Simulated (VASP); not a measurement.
# AlN (Fm-3m) in VASP: further runs

Runs on AlN. Level: PBE. Tasks: single point.

Everything below comes from runs of VASP 6.6.1. Logs are shortened: lines on timing, memory, paths and dates and some standing lists are left out, and cuts for length are marked.

## 1. The cell of the first run

The structure is cubic, space group Fm-3m (No. 225). Conventional cell: a = 4.021 Å, b = 4.021 Å, c = 4.021 Å, α = 90.00°, β = 90.00°, γ = 90.00°. Al (site symmetry m-3m) has 6 N at 2.01 Å within 2.7 Å. N (site symmetry m-3m) has 6 Al at 2.01 Å within 2.7 Å.

## 2. Single point, PBE (strained)

INCAR reads:

```
  PREC = Accurate
  ENCUT = 520
  EDIFF = 1E-6
  ISMEAR = 0
  SIGMA = 0.02
  LREAL = False
  LASPH = True
  NELM = 60
  ALGO = Normal
  ISIF = 2
  LWAVE = False
  LCHARG = False
  GGA = PE
  NBANDS = 11
```

KPOINTS reads:

```
Automatic mesh
0
Gamma
  10 10 10
```

POSCAR reads:

```
AlN
1.0
    0.0000000000      2.0102868906      2.0102868906
    2.0102868906      0.0000000000      2.0102868906
    2.0102868906      2.0102868906      0.0000000000
Al N
1 1
Direct
    0.5000000000      0.5000000000      0.5000000000
    0.0000000000      0.0000000000      0.0000000000
```

Potentials or basis: VASP PAW PBE potentials, release 64 (Al, N).

Launch:

```bash
$ cat potpaw_PBE.64/Al/POTCAR potpaw_PBE.64/N/POTCAR > POTCAR
$ mpirun -np 1 vasp_std > vasp.out
```

OUTCAR:

```text
PREC = Accurate
   ENCUT = 520
   EDIFF = 1E-6
   ISMEAR = 0
   LREAL = False
   LASPH = True
   NELM = 60
   ISIF = 2
   GGA = PE

 ion  position               nearest neighbor table
   1  0.500  0.500  0.500-   2 2.01   2 2.01   2 2.01   2 2.01   2 2.01   2 2.01
   2  0.000  0.000  0.000-   1 2.01   1 2.01   1 2.01   1 2.01   1 2.01   1 2.01

  LATTYP: Found a face centered cubic cell.
 ALAT       =     4.0205737812

  Lattice vectors:

 A1 = (   0.0000000000,   2.0102868906,   2.0102868906)
 A2 = (   2.0102868906,   0.0000000000,   2.0102868906)
 A3 = (   2.0102868906,   2.0102868906,   0.0000000000)

Analysis of symmetry for initial positions (statically):
=====================================================================
 Subroutine PRICEL returns:
 Original cell was already a primitive cell.

 Routine SETGRP: Setting up the symmetry group for a
 face centered cubic supercell.

 Subroutine GETGRP returns: Found 48 space group operations
 (whereof 48 operations were pure point group operations)
 out of a pool of 48 trial point group operations.

The static configuration has the point symmetry O_h .

Analysis of symmetry for dynamics (positions and initial velocities):
=====================================================================
 Subroutine PRICEL returns:
 Original cell was already a primitive cell.

 Routine SETGRP: Setting up the symmetry group for a
 face centered cubic supercell.

 Subroutine GETGRP returns: Found 48 space group operations
 (whereof 48 operations were pure point group operations)
 out of a pool of 48 trial point group operations.

The dynamic configuration has the point symmetry O_h .

 Subroutine INISYM returns: Found 48 space group operations
 (whereof 48 operations are pure point group operations),
 and found     1 'primitive' translations

----------------------------------------------------------------------------------------

                                     Primitive cell

  volume of cell :      16.2482

  direct lattice vectors                    reciprocal lattice vectors
     0.000000000  2.010286891  2.010286891    -0.248720719  0.248720719  0.248720719
     2.010286891  0.000000000  2.010286891     0.248720719 -0.248720719  0.248720719
     2.010286891  2.010286891  0.000000000     0.248720719  0.248720719 -0.248720719

  length of vectors
     2.842974985  2.842974985  2.842974985     0.430796921  0.430796921  0.430796921

  position of ions in fractional coordinates (direct lattice)
     0.500000000  0.500000000  0.500000000
     0.000000000  0.000000000  0.000000000

  ion indices of the primitive-cell ions
   primitive index   ion index
                 1           1
[... 85 lines left out ...]
   NUPDOWN=      -1.0000    fix difference up-down
   EMIN   =  10.00;   EMAX   =-10.00  energy-range for DOS
   EFERMI =   0.00;   METHOD = LEGACY
   ISMEAR =     0;   SIGMA  =   0.02  broadening in eV -4-tet -1-fermi 0-gaus
   EFERMI_NEDOS =   21; number of points for ismear=-14 and -15
   IALGO  =     38    algorithm
   IMIX   =      4    mixing-type and parameters
     AMIX     =   0.40;   BMIX     =  1.00
     AMIX_MAG =   1.60;   BMIX_MAG =  1.00
  volume/ion in A,a.u.               =       8.12        54.82
  Fermi-wavevector in a.u.,A,eV,Ry     =   1.292717  2.442881 22.736930  1.671117
  Thomas-Fermi vector in A             =   2.424408
   LORBIT       =      0    0 simple, 1 ext, 2 COOP (PROOUT), +10 PAW based schemes
   GGA     = PE    functional components
   LHFCALC =     F    Hartree Fock is set to
   AEXX    =    0.0000 exact exchange contribution
   IVDW    =     0    specifies the selected vdW correction
   LEPSILON=     F    determine dielectric tensor
   LRPA    =     F    only Hartree local field effects (RPA)
 non-spin polarized calculation
 Gauss-broadening in eV      SIGMA  =   0.02
  energy-cutoff  :      520.00
  volume of cell :       16.25
 maximum number of plane-waves:       448
 NGX is ok and might be reduce to    24
   NGX = 11   NGY = 11   NGZ = 11

 number of electron       7.9999999 magnetization

 Free energy of the ion-electron system (eV)
  ---------------------------------------------------
  ext. energy  EPLUGINS =         0.00000000
  ---------------------------------------------------
  free energy    TOTEN  =       -14.52791969 eV

  energy without entropy =      -14.52791969  energy(sigma->0) =      -14.52791969

 E-fermi :  10.3031     XC(G=0): -12.3646

 val. band max:       10.1836648091   @ k =   0.0000   0.0000   0.0000
 cond. band min:      14.9536720765   @ k =   0.5000   0.5000   0.0000
 fundamental gap:      4.7700072674
 Fermi energy:        10.3031187806

 k-point     1 :       0.0000    0.0000    0.0000
  band No.  band energies     occupation
      1      -7.5231      2.00000
      2      10.1837      2.00000
      3      10.1837      2.00000
      4      10.1837      2.00000
      5      16.1085      0.00000
      6      22.4054      0.00000
      7      22.4054      0.00000
      8      22.4054      0.00000
      9      27.5920      0.00000
     10      28.0983      0.00000
     11      28.0983      0.00000
[... 309 lines left out ...]
 k-point    24 :       0.4000    0.3000    0.0000
  band No.  band energies     occupation
      1      -4.4545      2.00000
      2       4.2670      2.00000
      3       7.3405      2.00000
      4       7.8658      2.00000
      5      16.4393      0.00000
      6      17.1705      0.00000
      7      22.5903      0.00000
      8      26.0032      0.00000
      9      26.7876      0.00000
     10      32.2055      0.00000
     11      35.2392      0.00000

 [... further k-points ...]

------------------------ aborting loop because EDIFF is reached ----------------------------------------

  FORCE on cell =-STRESS in cart. coord.  units (eV):
  Direction    XX          YY          ZZ          XY          YZ          ZX
  --------------------------------------------------------------------------------------
  -------------------------------------------------------------------------------------
  Total        0.9880328      0.9880328      0.9880328      0.0000000     -0.0000000     -0.0000000
  in kB       97.4266674     97.4266674     97.4266674      0.0000000     -0.0000000     -0.0000000
  external PRESSURE =      97.4266674 kB  Pullay stress =       0.0000000 kB

 VOLUME and BASIS-vectors are now :
 -----------------------------------------------------------------------------
  energy-cutoff  :      520.00
  volume of cell :       16.25
      direct lattice vectors                 reciprocal lattice vectors
     0.000000000  2.010286891  2.010286891    -0.248720719  0.248720719  0.248720719
     2.010286891  0.000000000  2.010286891     0.248720719 -0.248720719  0.248720719
     2.010286891  2.010286891  0.000000000     0.248720719  0.248720719 -0.248720719

 POSITION                                       TOTAL-FORCE (eV/Angst)
 -----------------------------------------------------------------------------------
      2.01029      2.01029      2.01029         0.000000      0.000000     -0.000000
      0.00000      0.00000      0.00000        -0.000000      0.000000      0.000000
 -----------------------------------------------------------------------------------
    total drift:                                0.000000     -0.000000     -0.000000

  FREE ENERGIE OF THE ION-ELECTRON SYSTEM (eV)
  ---------------------------------------------------
  free  energy   TOTEN  =       -14.5279196941 eV

  energy  without entropy=      -14.5279196941  energy(sigma->0) =      -14.52791969
```

stdout:

```text
POSCAR found type information on POSCAR AlN
 POSCAR found :  2 types and       2 ions
 scaLAPACK will be used
 LDA part: xc-table for (Slater+PW92), standard interpolation
 POSCAR, INCAR and KPOINTS ok, starting setup
 FFT: planning ... GRIDC
 FFT: planning ... GRID_SOFT
 FFT: planning ... GRID
 WAVECAR not read
 entering main loop
```

It took 11 s on 1 thread of AMD EPYC 7R13, shared host; peak memory 0.11 GiB.

Results:

| Property | Result |
| --- | --- |
| Free energy | -14.5279 eV |
| Pressure | 9.7 GPa |
| Band gap on the k mesh | 4.77 eV, indirect (least direct gap 5.92 eV) |

Caveat: the cell differs from its parent crystal (strained). A k mesh can miss the band edges.

## 3. Single point, PBE (strained)

INCAR reads:

```
PREC = Accurate
ENCUT = 520
EDIFF = 1E-6
ISMEAR = 0
SIGMA = 0.02
LREAL = F
LASPH = T
NELM = 80
ALGO = Normal
ISIF = 2
LWAVE = F
LCHARG = F
GGA = PE
NBANDS = 11
```

KPOINTS reads:

```
regular mesh
0
Gamma
  10 10 10
```

POSCAR reads:

```
AlN
1.0
    0.0000000000      1.9756187039      1.9756187039
    1.9756187039      0.0000000000      1.9756187039
    1.9756187039      1.9756187039      0.0000000000
Al N
1 1
Direct
    0.5000000000      0.5000000000      0.5000000000
    0.0000000000      0.0000000000      0.0000000000
```

Potentials or basis: VASP PAW PBE potentials, release 64 (Al, N).

Launch:

```bash
$ cat potpaw_PBE.64/Al/POTCAR potpaw_PBE.64/N/POTCAR > POTCAR
$ mpirun -np 1 vasp_std > vasp.out
```

It took 14 s on 1 thread of AMD EPYC 7R13, shared host; peak memory 0.1 GiB.

It converged, with:

```yaml
Free_energy: -14.4356 eV
Pressure: 26.5 GPa
Band_gap_on_the_k_mesh: 5.18 eV, indirect (least direct gap 6.71 eV)
```

Levels at points of the mesh, in eV from the valence-band top:
```csv
k point,band 1,band 2,band 3,band 4,band 5,band 6,band 7,band 8,band 9
"(0.00, 0.00, 0.00)",-18.20,0.00,0.00,0.00,6.71,12.39,12.39,12.39,17.72
"(0.50, 0.00, 0.00)",-14.65,-8.76,-1.21,-1.21,6.58,11.57,11.57,14.35,16.89
"(0.50, 0.50, 0.00)",-13.57,-7.86,-2.98,-2.98,5.18,5.29,14.92,18.37,18.37
```

Caveat: the cell differs from its parent crystal (strained). A k mesh can miss the band edges.
